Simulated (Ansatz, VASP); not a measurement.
# Te: VASP beside Ansatz

```xyz
1
Lattice="-1.9260 1.9260 1.9260 1.9260 -1.9260 1.9260 1.9260 1.9260 -1.9260" Properties=species:S:1:pos:R:3 pbc="T T T"
Te    0.0000    0.0000    0.0000
```

Alike in both runs: functional PBE; k mesh 15 × 15 × 15; occupations fermi-dirac, width 0.05 eV; no spin polarisation.

Ansatz relaxed the structure, and its values are those at the end. VASP's run is a single point on that final structure, the one shown.

```csv
,VASP,Ansatz
version,VASP 6.6.1,Ansatz 0.2.0
potentials or method,"VASP PAW PBE potentials, release 64 (Te)","PAW with Ansatz's default frozen-core files, scalar-relativistic"
plane-wave cutoff (eV),520,420
valence electrons in the cell,6,16
```

|  | VASP | Ansatz | Ansatz less VASP |
| --- | --- | --- | --- |
| pressure (GPa) | -0.1 | 0.0 | +0.09 |

VASP's potentials hold 6 valence electrons a cell and Ansatz's 16, so a difference there can come from the potentials and not from the codes.

Spin-orbit coupling is off throughout.
